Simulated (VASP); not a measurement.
# LiF (P6_3mc) in VASP: notebook, part 2 of 3

VASP 6.6.1. The steps go on from the part before.

### 3 Single point, LDA (8.96 Å³/atom)

INCAR reads:

```
ALGO     = Normal         # electronic algorithm
EDIFF    = 1E-6           # SCF threshold, eV
ENCUT    = 520            # plane-wave cutoff, eV
GGA      = CA             # functional
ISIF     = 2              # what is computed and relaxed
ISMEAR   = 0              # smearing method
LASPH    = True           # aspherical terms in the spheres
LCHARG   = False          # write CHGCAR
LREAL    = False          # projectors in reciprocal space
LWAVE    = False          # write WAVECAR
NBANDS   = 18             # bands
NELM     = 80             # most SCF steps
PREC     = Accurate       # precision mode
SIGMA    = 0.05           # smearing width, eV
```

KPOINTS reads:

```
k-points
0
Gamma
  9 9 6
```

POSCAR reads:

```
LiF
1.0
    2.9025647390      0.0000000000      0.0000000000
   -1.4512823695      2.5136948001      0.0000000000
    0.0000000000      0.0000000000      4.9149128725
Li F
2 2
Direct
    0.3333333333      0.6666666667      0.3839784076
    0.6666666667      0.3333333333      0.8839784076
    0.3333333333      0.6666666667      0.9910195924
    0.6666666667      0.3333333333      0.4910195924
```

Potentials or basis: VASP PAW LDA potentials, release 64 (Li_sv, F).

Run with:

```bash
$ cat potpaw_LDA.64/Li_sv/POTCAR potpaw_LDA.64/F/POTCAR > POTCAR
$ mpirun -np 1 vasp_std > vasp.out
```

OUTCAR:

```text
EDIFF = 1E-6
   ENCUT = 520
   GGA = CA
   ISIF = 2
   ISMEAR = 0
   LASPH = True
   LREAL = False
   NELM = 80
   PREC = Accurate

 ion  position               nearest neighbor table
   1  0.333  0.667  0.384-   4 1.76   4 1.76   4 1.76   3 1.93
   2  0.667  0.333  0.884-   3 1.76   3 1.76   3 1.76   4 1.93
   3  0.333  0.667  0.991-   2 1.76   2 1.76   2 1.76   1 1.93
   4  0.667  0.333  0.491-   1 1.76   1 1.76   1 1.76   2 1.93

  LATTYP: Found a hexagonal cell.
 ALAT       =     2.9025647390
 C/A-ratio  =     1.6933000000

  Lattice vectors:

 A1 = (   2.9025647390,   0.0000000000,   0.0000000000)
 A2 = (  -1.4512823695,   2.5136948001,   0.0000000000)
 A3 = (   0.0000000000,   0.0000000000,   4.9149128725)

Analysis of symmetry for initial positions (statically):
=====================================================================
 Subroutine PRICEL returns:
 Original cell was already a primitive cell.

 Routine SETGRP: Setting up the symmetry group for a
 hexagonal supercell.

 Subroutine GETGRP returns: Found 12 space group operations
 (whereof  6 operations were pure point group operations)
 out of a pool of 24 trial point group operations.

The static configuration has the point symmetry C_3v.
 The point group associated with its full space group is C_6v.

Analysis of symmetry for dynamics (positions and initial velocities):
=====================================================================
 Subroutine PRICEL returns:
 Original cell was already a primitive cell.

 Routine SETGRP: Setting up the symmetry group for a
 hexagonal supercell.

 Subroutine GETGRP returns: Found 12 space group operations
 (whereof  6 operations were pure point group operations)
 out of a pool of 24 trial point group operations.

The dynamic configuration has the point symmetry C_3v.
 The point group associated with its full space group is C_6v.

 Subroutine INISYM returns: Found 12 space group operations
 (whereof  6 operations are pure point group operations),
 and found     1 'primitive' translations

----------------------------------------------------------------------------------------

                                     Primitive cell

  volume of cell :      35.8600

  direct lattice vectors                    reciprocal lattice vectors
     2.902564739  0.000000000  0.000000000     0.344522893  0.198910385  0.000000000
    -1.451282369  2.513694800  0.000000000     0.000000000  0.397820770  0.000000000
     0.000000000  0.000000000  4.914912873     0.000000000  0.000000000  0.203462406

  length of vectors
     2.902564739  2.902564739  4.914912873     0.397820770  0.397820770  0.203462406

  position of ions in fractional coordinates (direct lattice)
     0.333333333  0.666666667  0.383978408
     0.666666667  0.333333333  0.883978408
     0.333333333  0.666666667  0.991019592
     0.666666667  0.333333333  0.491019592

  ion indices of the primitive-cell ions
   primitive index   ion index
                 1           1
                 2           2
                 3           3
                 4           4

[... 25 lines left out ...]

 Following reciprocal coordinates:
            Coordinates               Weight
  0.000000  0.000000  0.000000      1.000000
  0.111111 -0.000000  0.000000      6.000000
  0.222222  0.000000  0.000000      6.000000
  0.333333  0.000000  0.000000      6.000000
  0.444444  0.000000  0.000000      6.000000
  0.111111  0.111111  0.000000      6.000000
[... 16 lines left out ...]
  0.333333  0.222222  0.166667     24.000000
  0.333333  0.333333  0.166667      4.000000
 [... further k-points ...]
   k-points           NKPTS =     48   k-points in BZ     NKDIM =     48   number of bands    NBANDS=     18
   number of dos      NEDOS =    301   number of ions     NIONS =      4
   total plane-waves  NPLWV =  23040
   dimension x,y,z NGX =    24 NGY =   24 NGZ =   40
   dimension x,y,z NGXF=    48 NGYF=   48 NGZF=   80
   ions per type =               2   2
   NGX,Y,Z   is equivalent  to a cutoff of  13.75, 13.75, 13.53 a.u.
   NGXF,Y,Z  is equivalent  to a cutoff of  27.49, 27.49, 27.06 a.u.
 SYSTEM =  unknown system
   PREC   = accura    normal or accurate (medium, high low for compatibility)
   ISTART =      0    job   : 0-new  1-cont  2-samecut
   ICHARG =      2    charge: 1-file 2-atom 10-const
   ISPIN  =      1    spin polarized calculation?
   LNONCOLLINEAR =      F non collinear calculations
   LSORBIT =      F    spin-orbit coupling
   LASPH  =      T    aspherical Exc in radial PAW
   ENCUT  =  520.0 eV  38.22 Ry    6.18 a.u.   5.40  5.40  9.14*2*pi/ulx,y,z
   NELM   =     80;   NELMIN=  2; NELMDL= -5     # of ELM steps
   EDIFF  = 0.1E-05   stopping-criterion for ELM
   LREAL  =      F    real-space projection
   EDIFFG = 0.1E-04   stopping-criterion for IOM
   NSW    =      0    number of steps for IOM
   IBRION =     -1    ionic relax: 0-MD 1-quasi-New 2-CG
   NFREE  =      0    steps in history (QN), initial steepest desc. (CG)
   ISIF   =      2    stress and relaxation
   ISYM   =      2    0-nonsym 1-usesym 2-fastsym
   POTIM  = 0.5000    time-step for ionic-motion
   TEBEG  =    0.0;   TEEND  =   0.0 temperature during run
   PSTRESS=    0.0 pullay stress
   NELECT =      20.0000    total number of electrons
   NUPDOWN=      -1.0000    fix difference up-down
   EMIN   =  10.00;   EMAX   =-10.00  energy-range for DOS
   EFERMI =   0.00;   METHOD = LEGACY
   ISMEAR =     0;   SIGMA  =   0.05  broadening in eV -4-tet -1-fermi 0-gaus
   EFERMI_NEDOS =   21; number of points for ismear=-14 and -15
   IALGO  =     38    algorithm
   IMIX   =      4    mixing-type and parameters
     AMIX     =   0.40;   BMIX     =  1.00
     AMIX_MAG =   1.60;   BMIX_MAG =  1.00
  volume/ion in A,a.u.               =       8.96        60.50
  Fermi-wavevector in a.u.,A,eV,Ry     =   1.347560  2.546519 24.707059  1.815918
  Thomas-Fermi vector in A             =   2.475300
   LORBIT       =      0    0 simple, 1 ext, 2 COOP (PROOUT), +10 PAW based schemes
   GGA     = CA    functional components
   LHFCALC =     F    Hartree Fock is set to
   AEXX    =    0.0000 exact exchange contribution
   IVDW    =     0    specifies the selected vdW correction
   LEPSILON=     F    determine dielectric tensor
   LRPA    =     F    only Hartree local field effects (RPA)
 non-spin polarized calculation
 Gauss-broadening in eV      SIGMA  =   0.05
  energy-cutoff  :      520.00
  volume of cell :       35.86
 maximum number of plane-waves:       990
 NGX is ok and might be reduce to    24
   NGX = 11   NGY = 11   NGZ = 19

 number of electron      19.9999990 magnetization

 Free energy of the ion-electron system (eV)
  ---------------------------------------------------
  ext. energy  EPLUGINS =         0.00000000
  ---------------------------------------------------
  free energy    TOTEN  =       -20.71859826 eV

  energy without entropy =      -20.71859826  energy(sigma->0) =      -20.71859826

 E-fermi :  -2.0929     XC(G=0): -10.0159

 val. band max:       -2.3469104547   @ k =   0.0000   0.0000   0.0000
 cond. band min:       5.7580441503   @ k =   0.0000   0.0000   0.0000
 fundamental gap:      8.1049546050
 Fermi energy:        -2.0928508312

 k-point     1 :       0.0000    0.0000    0.0000
  band No.  band energies     occupation
      1     -41.3193      2.00000
      2     -41.2624      2.00000
      3     -21.4461      2.00000
      4     -21.2065      2.00000
      5      -4.8411      2.00000
      6      -2.6827      2.00000
[... 481 lines left out ...]
      5      -4.6751      2.00000
      6      -3.7955      2.00000
[... 10 lines left out ...]
     17      16.6921      0.00000
     18      20.1502      0.00000

 [... further k-points ...]

------------------------ aborting loop because EDIFF is reached ----------------------------------------

  FORCE on cell =-STRESS in cart. coord.  units (eV):
  Direction    XX          YY          ZZ          XY          YZ          ZX
  --------------------------------------------------------------------------------------
  -------------------------------------------------------------------------------------
  Total        1.5718017      1.5718017     -0.8548683      0.0000000      0.0000000      0.0000000
  in kB       70.2260187     70.2260187    -38.1943823      0.0000000      0.0000000      0.0000000
  external PRESSURE =      34.0858850 kB  Pullay stress =       0.0000000 kB

 VOLUME and BASIS-vectors are now :
 -----------------------------------------------------------------------------
  energy-cutoff  :      520.00
  volume of cell :       35.86
      direct lattice vectors                 reciprocal lattice vectors
     2.902564739  0.000000000  0.000000000     0.344522893  0.198910385  0.000000000
    -1.451282369  2.513694800  0.000000000     0.000000000  0.397820770  0.000000000
     0.000000000  0.000000000  4.914912873     0.000000000  0.000000000  0.203462406

 POSITION                                       TOTAL-FORCE (eV/Angst)
 -----------------------------------------------------------------------------------
     -0.00000      1.67580      1.88722         0.000000      0.000000     -0.394521
      1.45128      0.83790      4.34468        -0.000000      0.000000     -0.394521
     -0.00000      1.67580      4.87077        -0.000000      0.000000      0.394521
      1.45128      0.83790      2.41332         0.000000     -0.000000      0.394521
 -----------------------------------------------------------------------------------
    total drift:                                0.000000      0.000000      0.001611

  FREE ENERGIE OF THE ION-ELECTRON SYSTEM (eV)
  ---------------------------------------------------
  free  energy   TOTEN  =       -20.7185982574 eV

  energy  without entropy=      -20.7185982574  energy(sigma->0) =      -20.71859826
```

It took 22 s on 1 thread of Intel Xeon Platinum 8175M at 2.50GHz (Skylake/Cascade Lake), shared host; peak memory 0.14 GiB.

What came out:

| Property | Result |
| --- | --- |
| Free energy | -20.7186 eV |
| Largest force | 0.395 eV/Å |
| Band gap on the k mesh | 8.10 eV |

Forces on the atoms (eV/Å):
```
Li   0.000  0.000 -0.395
Li   0.000  0.000 -0.395
F    0.000  0.000  0.395
F    0.000  0.000  0.395
```

Levels at points of the mesh, in eV from the valence-band top:
```
           k point  band 6  band 7  band 8  band 9  band 10  band 11  band 12  band 13  band 14  band 15
(0.00, 0.00, 0.00)   -0.34   -0.34   -0.07   -0.07     0.00     8.10    12.04    15.77    19.52    19.66
(0.00, 0.00, 0.50)   -1.34   -0.20   -0.20   -0.20    -0.20     9.79     9.79    17.57    17.57    19.97
```

Caveat: the cutoff is under 1.25 times the usual one of these potentials, so pressure, stress and relaxed cells hold a basis-set (Pulay) error.

### 4 Single point, LDA (8.96 Å³/atom)

INCAR reads:

```
PREC = Accurate ; ENCUT = 520
EDIFF = 1E-7 ; ISMEAR = 0
SIGMA = 0.05 ; LREAL = False
LASPH = True ; NELM = 80
ALGO = Normal ; ISIF = 2
LWAVE = False ; LCHARG = True
LELF = True ; LVHAR = True
NBANDS = 18
```

KPOINTS reads:

```
regular mesh
0
Gamma
  9 9 6
```

POSCAR reads:

```
LiF
1.0
    3.0953564876      0.0000000000      0.0000000000
   -1.5476782438      2.6806573520      0.0000000000
    0.0000000000      0.0000000000      4.3217367280
Li F
2 2
Direct
    0.3333333333      0.6666666667      0.3839784076
    0.6666666667      0.3333333333      0.8839784076
    0.3333333333      0.6666666667      0.9910195924
    0.6666666667      0.3333333333      0.4910195924
```

Potentials or basis: VASP PAW LDA potentials, release 64 (Li_sv, F).

Run with:

```bash
$ cat potpaw_LDA.64/Li_sv/POTCAR potpaw_LDA.64/F/POTCAR > POTCAR
$ mpirun -np 1 vasp_std > vasp.out
```

OUTCAR:

```text
PREC = Accurate
   ENCUT = 520
   EDIFF = 1E-7
   ISMEAR = 0
   LREAL = False
   LASPH = True
   NELM = 80
   ISIF = 2

 ion  position               nearest neighbor table
   1  0.333  0.667  0.384-   3 1.70   4 1.85   4 1.85   4 1.85
   2  0.667  0.333  0.884-   4 1.70   3 1.85   3 1.85   3 1.85
   3  0.333  0.667  0.991-   1 1.70   2 1.85   2 1.85   2 1.85
   4  0.667  0.333  0.491-   2 1.70   1 1.85   1 1.85   1 1.85

  LATTYP: Found a hexagonal cell.
 ALAT       =     3.0953564876
 C/A-ratio  =     1.3962000000

  Lattice vectors:

 A1 = (   3.0953564876,   0.0000000000,   0.0000000000)
 A2 = (  -1.5476782438,   2.6806573520,   0.0000000000)
 A3 = (   0.0000000000,   0.0000000000,   4.3217367280)

Analysis of symmetry for initial positions (statically):
=====================================================================
 Subroutine PRICEL returns:
 Original cell was already a primitive cell.

 Routine SETGRP: Setting up the symmetry group for a
 hexagonal supercell.

 Subroutine GETGRP returns: Found 12 space group operations
[... 171 lines left out ...]

 E-fermi :  -1.9329     XC(G=0): -10.0132

 val. band max:       -2.1328351203   @ k =   0.0000   0.0000   0.0000
 cond. band min:       5.7572236530   @ k =   0.0000   0.0000   0.0000
 fundamental gap:      7.8900587732
 Fermi energy:        -1.9328684295

 k-point     1 :       0.0000    0.0000    0.0000
  band No.  band energies     occupation
      1     -41.3570      2.00000
      2     -41.2542      2.00000
      3     -21.4563      2.00000
      4     -21.0556      2.00000
      5      -4.8347      2.00000
      6      -3.0357      2.00000
[... 481 lines left out ...]
      5      -4.7118      2.00000
      6      -3.7603      2.00000
[... 10 lines left out ...]
     17      17.1471      0.00000
     18      19.6467      0.00000

 [... further k-points ...]

------------------------ aborting loop because EDIFF is reached ----------------------------------------

  FORCE on cell =-STRESS in cart. coord.  units (eV):
  Direction    XX          YY          ZZ          XY          YZ          ZX
  --------------------------------------------------------------------------------------
  -------------------------------------------------------------------------------------
  Total       -0.3085837     -0.3085837      2.4773314      0.0000000      0.0000000     -0.0000000
  in kB      -13.7871123    -13.7871123    110.6838856      0.0000000      0.0000000     -0.0000000
  external PRESSURE =      27.7032203 kB  Pullay stress =       0.0000000 kB

 VOLUME and BASIS-vectors are now :
 -----------------------------------------------------------------------------
  energy-cutoff  :      520.00
  volume of cell :       35.86
      direct lattice vectors                 reciprocal lattice vectors
     3.095356488  0.000000000  0.000000000     0.323064566  0.186521414  0.000000000
    -1.547678244  2.680657352  0.000000000     0.000000000  0.373042828  0.000000000
     0.000000000  0.000000000  4.321736728     0.000000000  0.000000000  0.231388459

 POSITION                                       TOTAL-FORCE (eV/Angst)
 -----------------------------------------------------------------------------------
     -0.00000      1.78710      1.65945         0.000000      0.000000      0.701356
      1.54768      0.89355      3.82032        -0.000000      0.000000      0.701356
     -0.00000      1.78710      4.28293         0.000000     -0.000000     -0.701356
      1.54768      0.89355      2.12206        -0.000000      0.000000     -0.701356
 -----------------------------------------------------------------------------------
    total drift:                                0.000001      0.000001      0.000996

  FREE ENERGIE OF THE ION-ELECTRON SYSTEM (eV)
  ---------------------------------------------------
  free  energy   TOTEN  =       -20.7157404156 eV

  energy  without entropy=      -20.7157404155  energy(sigma->0) =      -20.71574042
```

OSZICAR:

```text
N       E                     dE             d eps       ncg     rms          rms(c)
DAV:   1     0.117700632060E+03    0.11770E+03   -0.10987E+04  1736   0.121E+03
DAV:   2    -0.120203545050E+02   -0.12972E+03   -0.12710E+03  2034   0.302E+02
DAV:   3    -0.220314039698E+02   -0.10011E+02   -0.99504E+01  3088   0.624E+01
DAV:   4    -0.221563809401E+02   -0.12498E+00   -0.12476E+00  2140   0.822E+00
DAV:   5    -0.221578211138E+02   -0.14402E-02   -0.14385E-02  2264   0.745E-01    0.701E+00
DAV:   6    -0.207503752660E+02    0.14074E+01   -0.34712E+00  1812   0.146E+01    0.214E+00
DAV:   7    -0.207273279883E+02    0.23047E-01   -0.11270E-01  2012   0.245E+00    0.137E+00
DAV:   8    -0.207165660832E+02    0.10762E-01   -0.43454E-02  2366   0.200E+00    0.319E-01
DAV:   9    -0.207156001864E+02    0.96590E-03   -0.55092E-03  1970   0.638E-01    0.870E-02
DAV:  10    -0.207157443848E+02   -0.14420E-03   -0.28383E-04  1890   0.147E-01    0.232E-02
DAV:  11    -0.207157405837E+02    0.38011E-05   -0.24074E-05  2208   0.479E-02    0.518E-03
DAV:  12    -0.207157404613E+02    0.12242E-06   -0.12266E-06  2406   0.113E-02    0.205E-03
DAV:  13    -0.207157404156E+02    0.45716E-07   -0.15103E-07  1746   0.339E-03
   1 F= -.20715740E+02 E0= -.20715740E+02  d E =-.657867E-11
```

stdout:

```text
POSCAR found type information on POSCAR LiF
 POSCAR found :  2 types and       4 ions
 scaLAPACK will be used
 LDA part: xc-table for (Slater(with rela. corr.)+CA(PZ))
 , standard interpolation
 POSCAR, INCAR and KPOINTS ok, starting setup
 FFT: planning ... GRIDC
 FFT: planning ... GRID_SOFT
 FFT: planning ... GRID
 WAVECAR not read
 entering main loop
```

Wall time 20 s (1 thread of Intel Xeon Platinum 8175M at 2.50GHz (Skylake/Cascade Lake), shared host); peak memory 0.14 GiB.

What came out:

```yaml
Free_energy: -20.7157 eV
Largest_force: 0.701 eV/Å
Band_gap_on_the_k_mesh: 7.89 eV
```

Forces on the atoms (eV/Å):
```
Li   0.000  0.000  0.701
Li   0.000  0.000  0.701
F    0.000  0.000 -0.701
F    0.000  0.000 -0.701
```

Levels at points of the mesh, in eV from the valence-band top:
```csv
k point,band 6,band 7,band 8,band 9,band 10,band 11,band 12,band 13,band 14,band 15
"(0.00, 0.00, 0.00)",-0.90,-0.90,-0.31,-0.31,0.00,7.89,13.01,16.47,17.79,17.79
"(0.00, 0.00, 0.50)",-1.34,-0.61,-0.61,-0.61,-0.61,9.82,9.82,18.06,18.06,18.06
```

Caveat: the cutoff is under 1.25 times the usual one of these potentials, so pressure, stress and relaxed cells hold a basis-set (Pulay) error. A k mesh can miss the band edges.

### 5 Single point, LDA (9.26 Å³/atom)

This run uses another cell than the first one, of 9.26 Å³/atom.

INCAR reads:

```
PREC = Accurate
ENCUT = 520
EDIFF = 1E-6
ISMEAR = 0
SIGMA = 0.05
LREAL = F
LASPH = T
NELM = 80
ALGO = Normal
ISIF = 2
LWAVE = F
LCHARG = F
NBANDS = 18
```

KPOINTS reads:

```
Automatic mesh
0
Gamma
  9 9 6
```

POSCAR reads:

```
LiF
1.0
    3.1543799152      0.0000000000      0.0000000000
   -1.5771899576      2.7317731398      0.0000000000
    0.0000000000      0.0000000000      4.2991043865
Li F
2 2
Direct
    0.3333333333      0.6666666667      0.3839784076
    0.6666666667      0.3333333333      0.8839784076
    0.3333333333      0.6666666667      0.9910195924
    0.6666666667      0.3333333333      0.4910195924
```

Run with:

```bash
$ cat potpaw_LDA.64/Li_sv/POTCAR potpaw_LDA.64/F/POTCAR > POTCAR
$ mpirun -np 1 vasp_std > vasp.out
```

Run time: 17 s. Hardware: 1 thread of Intel Xeon Platinum 8175M at 2.50GHz (Skylake/Cascade Lake), shared host; peak memory 0.14 GiB.

It converged, with:

```
Free energy            : -20.6832 eV
Largest force          : 0.825 eV/Å
Band gap on the k mesh : 7.69 eV
```

Forces on the atoms (eV/Å):
```
Li   0.000  0.000  0.825
Li   0.000  0.000  0.825
F    0.000  0.000 -0.825
F    0.000  0.000 -0.825
```

Levels at points of the mesh, in eV from the valence-band top:
```
           k point  band 8  band 9  band 10  band 11  band 12  band 13
(0.00, 0.00, 0.00)   -0.30   -0.30     0.00     7.69    12.95    16.29
(0.00, 0.00, 0.50)   -0.60   -0.60    -0.60     9.65     9.65    17.64
```

Caveat: the cutoff is under 1.25 times the usual one of these potentials, so pressure, stress and relaxed cells hold a basis-set (Pulay) error.

(Part 2 of 3 ends here.)
